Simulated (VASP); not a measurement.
# ZnRe (P-6m2) in VASP: further runs

Aim: see how the results for ZnRe move with the level of theory and the settings. Levels: LDA, PBE. Tasks: single point.

Program: VASP 6.6.1. These are calculated values, not measurements. Logs are shortened: lines on timing, memory, paths and dates and some standing lists are left out, and cuts for length are marked.

## (1) The cell of the first run

The structure is hexagonal, space group P-6m2 (No. 187). The conventional cell has a = 2.748 Å, b = 2.748 Å, c = 4.494 Å, α = 90.00°, β = 90.00°, γ = 120.00°. Within 3.6 Å of Re (site symmetry -6m2) lie 6 Re at 2.75 Å and 6 Zn at 2.75 Å. Zn (site symmetry -6m2) has 6 Zn at 2.75 Å and 6 Re at 2.75 Å within 3.6 Å.

## (2) Single point, LDA

Input file INCAR:

```
SYSTEM = ZnRe
  ALGO = Fast
  EDIFF = 1E-6
  ENCUT = 520
  ISIF = 2
  ISMEAR = 0
  LASPH = .TRUE.
  LCHARG = .FALSE.
  LREAL = .FALSE.
  LWAVE = .FALSE.
  NBANDS = 16
  NELM = 80
  PREC = Accurate
  SIGMA = 0.05
```

Input file KPOINTS:

```
k-points
0
G
  11 11 6
  0 0 0
```

Input file POSCAR:

```
ZnRe
1.0
    2.7482183437      0.0000000000      0.0000000000
   -1.3741091718      2.3800269008      0.0000000000
    0.0000000000      0.0000000000      4.4940660000
Re Zn
1 1
Direct
    0.3333333333      0.6666666667      0.5000000000
    0.0000000000      0.0000000000      0.0000000000
```

Potentials or basis: VASP PAW LDA potentials, release 64 (Re, Zn).

On the command line:

```console
$ cat potpaw_LDA.64/Re/POTCAR potpaw_LDA.64/Zn/POTCAR > POTCAR
$ mpirun -np 1 vasp_std > vasp.out
```

OUTCAR:

```text
SYSTEM = ZnRe
   EDIFF = 1E-6
   ENCUT = 520
   ISIF = 2
   ISMEAR = 0
   LASPH = .TRUE.
   LREAL = .FALSE.
   NELM = 80
   PREC = Accurate

 ion  position               nearest neighbor table
   1  0.333  0.667  0.500-   2 2.75   2 2.75   2 2.75   2 2.75   2 2.75   2 2.75
   2  0.000  0.000  0.000-   1 2.75   1 2.75   1 2.75   1 2.75   1 2.75   1 2.75

  LATTYP: Found a hexagonal cell.
 ALAT       =     2.7482183437
 C/A-ratio  =     1.6352652657

  Lattice vectors:

 A1 = (   2.7482183437,   0.0000000000,   0.0000000000)
 A2 = (  -1.3741091718,   2.3800269008,   0.0000000000)
 A3 = (   0.0000000000,   0.0000000000,   4.4940660000)

Analysis of symmetry for initial positions (statically):
=====================================================================
 Subroutine PRICEL returns:
 Original cell was already a primitive cell.

 Routine SETGRP: Setting up the symmetry group for a
 hexagonal supercell.

 Subroutine GETGRP returns: Found 12 space group operations
 (whereof 12 operations were pure point group operations)
 out of a pool of 24 trial point group operations.

The static configuration has the point symmetry D_3h.

Analysis of symmetry for dynamics (positions and initial velocities):
=====================================================================
 Subroutine PRICEL returns:
 Original cell was already a primitive cell.

 Routine SETGRP: Setting up the symmetry group for a
 hexagonal supercell.

 Subroutine GETGRP returns: Found 12 space group operations
 (whereof 12 operations were pure point group operations)
 out of a pool of 24 trial point group operations.

The dynamic configuration has the point symmetry D_3h.

 Subroutine INISYM returns: Found 12 space group operations
 (whereof 12 operations are pure point group operations),
 and found     1 'primitive' translations

----------------------------------------------------------------------------------------

                                     Primitive cell

  volume of cell :      29.3949

  direct lattice vectors                    reciprocal lattice vectors
     2.748218344  0.000000000  0.000000000     0.363872107  0.210081659  0.000000000
    -1.374109172  2.380026901  0.000000000     0.000000000  0.420163318  0.000000000
     0.000000000  0.000000000  4.494066000     0.000000000  0.000000000  0.222515646

  length of vectors
     2.748218344  2.748218344  4.494066000     0.420163318  0.420163318  0.222515646

  position of ions in fractional coordinates (direct lattice)
     0.333333333  0.666666667  0.500000000
     0.000000000  0.000000000  0.000000000

  ion indices of the primitive-cell ions
   primitive index   ion index
                 1           1
                 2           2

----------------------------------------------------------------------------------------

 KPOINTS: k-points

Automatic generation of k-mesh.
 Grid dimensions read from file:
 generate k-points for:   11   11    6

 Generating k-lattice:

  Cartesian coordinates                     Fractional coordinates (reciprocal lattice)
     0.033079282  0.019098333  0.000000000     0.090909091  0.000000000  0.000000000
     0.000000000  0.038196665  0.000000000     0.000000000  0.090909091  0.000000000
     0.000000000  0.000000000  0.037085941     0.000000000  0.000000000  0.166666667

  Length of vectors
     0.038196665  0.038196665  0.037085941

  Shift w.r.t. Gamma in fractional coordinates (k-lattice)
     0.000000000  0.000000000  0.000000000

 Subroutine IBZKPT returns following result:
 ===========================================

 Found     64 irreducible k-points:

 Following reciprocal coordinates:
            Coordinates               Weight
  0.000000  0.000000  0.000000      1.000000
  0.090909  0.000000  0.000000      6.000000
  0.181818  0.000000  0.000000      6.000000
  0.272727  0.000000  0.000000      6.000000
  0.363636  0.000000  0.000000      6.000000
  0.454545  0.000000  0.000000      6.000000
[... 16 lines left out ...]
  0.090909  0.090909  0.166667     12.000000
  0.181818  0.090909  0.166667     24.000000
 [... further k-points ...]
   k-points           NKPTS =     64   k-points in BZ     NKDIM =     64   number of bands    NBANDS=     16
   number of dos      NEDOS =    301   number of ions     NIONS =      2
   total plane-waves  NPLWV =  14400
   dimension x,y,z NGX =    20 NGY =   20 NGZ =   36
   dimension x,y,z NGXF=    40 NGYF=   40 NGZF=   72
   ions per type =               1   1
   NGX,Y,Z   is equivalent  to a cutoff of  12.10, 12.10, 13.32 a.u.
   NGXF,Y,Z  is equivalent  to a cutoff of  24.20, 24.20, 26.63 a.u.
 SYSTEM =  ZnRe
   PREC   = accura    normal or accurate (medium, high low for compatibility)
   ISTART =      0    job   : 0-new  1-cont  2-samecut
   ICHARG =      2    charge: 1-file 2-atom 10-const
   ISPIN  =      1    spin polarized calculation?
   LNONCOLLINEAR =      F non collinear calculations
   LSORBIT =      F    spin-orbit coupling
   LASPH  =      T    aspherical Exc in radial PAW
   ENCUT  =  520.0 eV  38.22 Ry    6.18 a.u.   5.11  5.11  8.36*2*pi/ulx,y,z
   NELM   =     80;   NELMIN=  2; NELMDL= -5     # of ELM steps
   EDIFF  = 0.1E-05   stopping-criterion for ELM
   LREAL  =      F    real-space projection
   EDIFFG = 0.1E-04   stopping-criterion for IOM
   NSW    =      0    number of steps for IOM
   IBRION =     -1    ionic relax: 0-MD 1-quasi-New 2-CG
   NFREE  =      0    steps in history (QN), initial steepest desc. (CG)
   ISIF   =      2    stress and relaxation
   ISYM   =      2    0-nonsym 1-usesym 2-fastsym
   POTIM  = 0.5000    time-step for ionic-motion
   TEBEG  =    0.0;   TEEND  =   0.0 temperature during run
   PSTRESS=    0.0 pullay stress
   NELECT =      19.0000    total number of electrons
   NUPDOWN=      -1.0000    fix difference up-down
   EMIN   =  10.00;   EMAX   =-10.00  energy-range for DOS
   EFERMI =   0.00;   METHOD = LEGACY
   ISMEAR =     0;   SIGMA  =   0.05  broadening in eV -4-tet -1-fermi 0-gaus
   EFERMI_NEDOS =   21; number of points for ismear=-14 and -15
   IALGO  =     68    algorithm
   IMIX   =      4    mixing-type and parameters
     AMIX     =   0.40;   BMIX     =  1.00
     AMIX_MAG =   1.60;   BMIX_MAG =  1.00
  volume/ion in A,a.u.               =      14.70        99.18
[... 38 lines left out ...]
      3      -2.0006      2.00000
      4      -2.0006      2.00000
      5      -1.6204      2.00000
      6      -1.6204      2.00000
[... 8 lines left out ...]
     15      22.4100      0.00000
     16      22.4643      0.00000

 k-point     2 :       0.0909    0.0000    0.0000
  band No.  band energies     occupation
      1      -4.5765      2.00000
      2      -2.5148      2.00000
      3      -2.0296      2.00000
      4      -1.9516      2.00000
      5      -1.6799      2.00000
      6      -1.6343      2.00000
[... 8 lines left out ...]
     15      21.0400      0.00000
     16      21.1131      0.00000

 k-point     3 :       0.1818    0.0000    0.0000
  band No.  band energies     occupation
      1      -3.8303      2.00000
      2      -2.3567      2.00000
      3      -2.0600      2.00000
      4      -1.8371      2.00000
      5      -1.8178      2.00000
      6      -1.6715      2.00000
[... 8 lines left out ...]
     15      19.1320      0.00000
     16      21.9182      0.00000

 k-point     4 :       0.2727    0.0000    0.0000
  band No.  band energies     occupation
      1      -2.8809      2.00000
      2      -2.2852      2.00000
      3      -2.0386      2.00000
      4      -1.8333      2.00000
      5      -1.7207      2.00000
      6      -1.6365      2.00000
[... 8 lines left out ...]
     15      17.4789      0.00000
     16      20.3221      0.00000

 k-point     5 :       0.3636    0.0000    0.0000
  band No.  band energies     occupation
      1      -2.6260      2.00000
      2      -2.2208      2.00000
      3      -2.1000      2.00000
      4      -1.7662      2.00000
      5      -1.4634      2.00000
      6      -0.8753      2.00000
[... 8 lines left out ...]
     15      16.1781      0.00000
     16      18.9660      0.00000

 k-point     6 :       0.4545    0.0000    0.0000
  band No.  band energies     occupation
      1      -2.6602      2.00000
      2      -2.3283      2.00000
      3      -2.0219      2.00000
      4      -1.7934      2.00000
      5      -1.3572      2.00000
      6      -0.0345      2.00000
[... 8 lines left out ...]
     15      15.3493      0.00000
     16      17.5019      0.00000

 k-point     7 :       0.0909    0.0909    0.0000
  band No.  band energies     occupation
      1      -4.0674      2.00000
      2      -2.3858      2.00000
      3      -2.0848      2.00000
      4      -1.8453      2.00000
      5      -1.7842      2.00000
      6      -1.6641      2.00000
[... 8 lines left out ...]
     15      18.2607      0.00000
     16      22.5657      0.00000

 k-point     8 :       0.1818    0.0909    0.0000
  band No.  band energies     occupation
      1      -3.1703      2.00000
      2      -2.2668      2.00000
      3      -2.0916      2.00000
      4      -1.9547      2.00000
      5      -1.7173      2.00000
      6      -1.6301      2.00000
[... 8 lines left out ...]
     15      16.5608      0.00000
     16      21.1402      0.00000

 k-point     9 :       0.2727    0.0909    0.0000
  band No.  band energies     occupation
      1      -2.5528      2.00000
      2      -2.1447      2.00000
      3      -2.1388      2.00000
      4      -1.7944      2.00000
      5      -1.7741      2.00000
      6      -1.1220      2.00000
[... 8 lines left out ...]
     15      15.2785      0.00000
     16      19.6363      0.00000
[... 172 lines left out ...]
 k-point    19 :       0.1818    0.0000    0.1667
  band No.  band energies     occupation
      1      -3.6028      2.00000
      2      -2.3336      2.00000
      3      -2.0611      2.00000
      4      -1.8324      2.00000
      5      -1.8223      2.00000
      6      -1.6654      2.00000
[... 8 lines left out ...]
     15      19.4103      0.00000
     16      21.1109      0.00000

 k-point    20 :       0.2727    0.0000    0.1667
  band No.  band energies     occupation
      1      -2.7850      2.00000
      2      -2.2799      2.00000
      3      -2.0024      2.00000
      4      -1.7625      2.00000
      5      -1.7115      2.00000
      6      -1.6372      2.00000
[... 8 lines left out ...]
     15      17.8548      0.00000
     16      19.5880      0.00000

 k-point    21 :       0.3636    0.0000    0.1667
  band No.  band energies     occupation
      1      -2.6321      2.00000
      2      -2.3254      2.00000
      3      -1.9871      2.00000
      4      -1.7502      2.00000
      5      -1.4645      2.00000
      6      -0.7502      2.00000
[... 8 lines left out ...]
     15      16.6228      0.00000
     16      18.0686      0.00000

 k-point    22 :       0.4545    0.0000    0.1667
  band No.  band energies     occupation
      1      -2.6710      2.00000
      2      -2.4086      2.00000
      3      -1.9489      2.00000
      4      -1.7741      2.00000
      5      -1.3576      2.00000
      6      -0.0148      2.00000
[... 8 lines left out ...]
     15      15.8406      0.00000
     16      17.3357      0.00000

 k-point    23 :       0.0909    0.0909    0.1667
  band No.  band energies     occupation
      1      -3.8276      2.00000
      2      -2.3621      2.00000
      3      -2.0871      2.00000
      4      -1.8498      2.00000
      5      -1.7849      2.00000
      6      -1.6587      2.00000
[... 8 lines left out ...]
     15      18.4270      0.00000
     16      22.2352      0.00000

 k-point    24 :       0.1818    0.0909    0.1667
  band No.  band energies     occupation
      1      -2.9958      2.00000
      2      -2.2504      2.00000
      3      -2.0915      2.00000
      4      -1.9367      2.00000
      5      -1.7093      2.00000
      6      -1.6134      2.00000
[... 8 lines left out ...]
     15      16.8344      0.00000
     16      20.9429      0.00000

 [... further k-points ...]

------------------------ aborting loop because EDIFF is reached ----------------------------------------

  FORCE on cell =-STRESS in cart. coord.  units (eV):
  Direction    XX          YY          ZZ          XY          YZ          ZX
  --------------------------------------------------------------------------------------
  -------------------------------------------------------------------------------------
  Total       -2.4338000     -2.4338000     -2.4643357     -0.0000000     -0.0000000      0.0000000
  in kB     -132.6547867   -132.6547867   -134.3191411     -0.0000000     -0.0000000      0.0000000
  external PRESSURE =    -133.2095715 kB  Pullay stress =       0.0000000 kB

 VOLUME and BASIS-vectors are now :
 -----------------------------------------------------------------------------
  energy-cutoff  :      520.00
  volume of cell :       29.39
      direct lattice vectors                 reciprocal lattice vectors
     2.748218344  0.000000000  0.000000000     0.363872107  0.210081659  0.000000000
    -1.374109172  2.380026901  0.000000000     0.000000000  0.420163318  0.000000000
     0.000000000  0.000000000  4.494066000     0.000000000  0.000000000  0.222515646

 POSITION                                       TOTAL-FORCE (eV/Angst)
 -----------------------------------------------------------------------------------
     -0.00000      1.58668      2.24703         0.000000      0.000000      0.000000
      0.00000      0.00000      0.00000        -0.000000      0.000000      0.000000
 -----------------------------------------------------------------------------------
    total drift:                               -0.000000      0.000000      0.000000

  FREE ENERGIE OF THE ION-ELECTRON SYSTEM (eV)
  ---------------------------------------------------
  free  energy   TOTEN  =       -15.0943977249 eV

  energy  without entropy=      -15.0905609159  energy(sigma->0) =      -15.09247932
```

Run time: 53 s. Hardware: 1 thread of Intel Xeon 8259CL, shared host; peak memory 0.15 GiB.

Results:

```yaml
Free_energy: -15.0944 eV
Pressure: -13.3 GPa
Band_gap_on_the_k_mesh: zero (an odd number of electrons rules out a gap without spin polarisation)
```

Caveat: the cell stands under tension; spin-orbit coupling is left out, which moves the levels of the heavy elements.

## (3) Single point, LDA

Input file INCAR:

```
SYSTEM = ZnRe
ALGO     = Fast           ! electronic algorithm
EDIFF    = 1E-6           ! SCF threshold, eV
ENCUT    = 520            ! plane-wave cutoff, eV
ISIF     = 2              ! what is computed and relaxed
ISMEAR   = 0              ! smearing method
LASPH    = .TRUE.         ! aspherical terms in the spheres
LCHARG   = .TRUE.         ! write CHGCAR
LELF     = .TRUE.         ! ELF
LREAL    = .FALSE.        ! projectors in reciprocal space
LVHAR    = .TRUE.       
LWAVE    = .FALSE.        ! write WAVECAR
NBANDS   = 16             ! bands
NELM     = 80             ! most SCF steps
PREC     = Accurate       ! precision mode
SIGMA    = 0.1            ! smearing width, eV
```

KPOINTS is that of step 2.

POSCAR is that of step 2.

Potentials or basis: VASP PAW LDA potentials, release 64 (Re, Zn).

On the command line:

```console
$ cat potpaw_LDA.64/Re/POTCAR potpaw_LDA.64/Zn/POTCAR > POTCAR
$ mpirun -np 1 vasp_std > vasp.out
```

Wall time 56 s (1 thread of Intel Xeon 8259CL, shared host); peak memory 0.15 GiB.

Results (log left out):

| Item | Value |
| --- | --- |
| Free energy | -15.0991 eV |
| Pressure | -13.4 GPa |
| Band gap on the k mesh | zero (an odd number of electrons rules out a gap without spin polarisation) |

Levels at points of the mesh, in eV from the Fermi level:
```tsv
k point	band 8	band 9	band 10	band 11	band 12	band 13
(0.00, 0.00, 0.00)	-1.48	-1.23	-1.23	1.67	1.67	4.71
(0.00, 0.00, 0.50)	-3.10	-1.14	-1.14	1.60	1.60	9.58
```

Caveat: the cell stands under tension; spin-orbit coupling is left out, which moves the levels of the heavy elements.

## (4) Single point, PBE

Input file INCAR:

```
ALGO = Normal ; EDIFF = 1E-6
ENCUT = 520 ; GGA = PE
ISIF = 2 ; ISMEAR = 0
LASPH = T ; LCHARG = F
LREAL = F ; LWAVE = F
NBANDS = 16 ; NELM = 80
PREC = Accurate ; SIGMA = 0.05
```

Input file KPOINTS:

```
k-points
0
Gamma
  11 11 6
```

POSCAR is that of step 3.

Potentials or basis: VASP PAW PBE potentials, release 64 (Re, Zn).

On the command line:

```console
$ cat potpaw_PBE.64/Re/POTCAR potpaw_PBE.64/Zn/POTCAR > POTCAR
$ mpirun -np 1 vasp_std > vasp.out
```

It took 48 s on 1 thread of Intel Xeon 8259CL, shared host; peak memory 0.16 GiB.

Results (log left out):

- Free energy: -13.0488 eV
- Pressure: -1.5 GPa
- Band gap on the k mesh: zero (an odd number of electrons rules out a gap without spin polarisation)

Stress tensor (GPa, compression positive):
```
-1.57  0.00  0.00
 0.00 -1.57  0.00
 0.00  0.00 -1.43
```

Levels at points of the mesh, in eV from the Fermi level:
| k point | band 7 | band 8 | band 9 | band 10 | band 11 | band 12 | band 13 | band 14 |
| --- | --- | --- | --- | --- | --- | --- | --- | --- |
| (0.00, 0.00, 0.00) | -5.01 | -1.56 | -1.22 | -1.22 | 1.69 | 1.69 | 4.71 | 14.72 |
| (0.00, 0.00, 0.50) | -6.94 | -3.13 | -1.14 | -1.14 | 1.63 | 1.63 | 9.50 | 14.07 |

Caveat: spin-orbit coupling is left out, which moves the levels of the heavy elements.

## (5) Single point, PBE

Input file INCAR:

```
PREC = Accurate ; ENCUT = 520
EDIFF = 1E-6 ; ISMEAR = 1
SIGMA = 0.05 ; LREAL = False
LASPH = True ; NELM = 60
ALGO = Normal ; ISIF = 2
LWAVE = False ; LCHARG = True
GGA = PE ; LELF = True
LVHAR = True ; NBANDS = 16
```

Input file KPOINTS:

```
regular mesh
0
Gamma
  8 8 4
```

POSCAR is that of step 4.

On the command line:

```console
$ cat potpaw_PBE.64/Re/POTCAR potpaw_PBE.64/Zn/POTCAR > POTCAR
$ mpirun -np 1 vasp_std > vasp.out
```

Run time: 22 s. Hardware: 1 thread of Intel Xeon 8259CL, shared host; peak memory 0.15 GiB.

It converged, with:

- Free energy: -13.0432 eV
- Pressure: -1.4 GPa
- Band gap on the k mesh: zero (an odd number of electrons rules out a gap without spin polarisation)

Stress tensor (GPa, compression positive):
```
-2.31  0.00  0.00
 0.00 -2.31  0.00
 0.00  0.00  0.42
```

Levels at points of the mesh, in eV from the Fermi level:
```tsv
k point	band 5	band 6	band 7	band 8	band 9	band 10	band 11	band 12	band 13	band 14
(0.00, 0.00, 0.00)	-6.92	-6.92	-5.06	-1.57	-1.32	-1.32	1.66	1.66	4.70	14.65
(0.50, 0.00, 0.00)	-6.66	-5.42	-4.01	-3.29	-1.66	0.71	4.10	4.92	6.34	6.61
(0.00, 0.00, 0.50)	-7.05	-6.93	-6.93	-3.15	-1.23	-1.23	1.59	1.59	9.47	14.05
(0.50, 0.00, 0.50)	-6.66	-5.24	-4.63	-1.40	-0.50	0.21	1.08	4.07	4.10	8.40
```

Caveat: spin-orbit coupling is left out, which moves the levels of the heavy elements.

## (6) The runs side by side

| level | potentials or basis | k mesh | smearing | gap on the mesh (eV) | pressure (GPa) |
| --- | --- | --- | --- | --- | --- |
| LDA | VASP PAW LDA potentials, release 64 (Re, Zn) | 11 × 11 × 6 | gaussian 0.05 eV | none | -13.3 |
| LDA | VASP PAW LDA potentials, release 64 (Re, Zn) | 11 × 11 × 6 | gaussian 0.1 eV | none | -13.4 |
| PBE | VASP PAW PBE potentials, release 64 (Re, Zn) | 11 × 11 × 6 | gaussian 0.05 eV | none | -1.5 |
| PBE | VASP PAW PBE potentials, release 64 (Re, Zn) | 8 × 8 × 4 | methfessel-paxton 0.05 eV | none | -1.4 |

Alike in all rows: task single point; no spin polarisation; cell as given; cutoff (eV) 520.

Caveats: spin-orbit coupling is left out, which moves the levels of the heavy elements; the cell stands under tension (at least some runs).

Absolute energies hang on the potentials; compare differences alone.
